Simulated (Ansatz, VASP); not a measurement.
## Zn3S5 in VASP and in Ansatz

```
Zn S
1.0
     2.83011   -2.66077   -0.08074
     2.83011    2.66077   -0.08074
    -0.33192    0.00000   10.88526
Zn S
3 5
Direct
  0.46841 0.45952 0.75213
  0.54048 0.53159 0.24787
  0.99385 0.00615 0.00000
  0.45536 0.95278 0.62957
  0.80576 0.19424 0.50000
  0.04722 0.54464 0.37043
  0.98130 0.49238 0.87630
  0.50762 0.01870 0.12370
```

Alike in both runs: functional PBE; k mesh 4 × 4 × 2; occupations gaussian, width 0.2 eV; no spin polarisation.

Ansatz relaxed the structure, and its values are those at the end. VASP's run is a single point on that final structure, the one shown.

```csv
,VASP,Ansatz
version,VASP 6.6.1,Ansatz 0.2.0
potentials or method,"VASP PAW PBE potentials, release 64 (Zn, S), cutoff 520 eV","scalar-relativistic, plane waves, PAW"
valence electrons in the cell,66,66
```

|  | VASP | Ansatz | Ansatz less VASP |
| --- | --- | --- | --- |
| gap on the k mesh at the Fermi level (eV) | none | none | - |
| pressure (GPa) | 0.0 | -0.1 | -0.07 |
| rms of the force components (eV/Å) | 0.035 | 0.029 | -0.0062 |

A gap of «none» marks a metal or a gap that the smearing closes.

The k mesh is coarse, so the values compare programs but aren't converged.
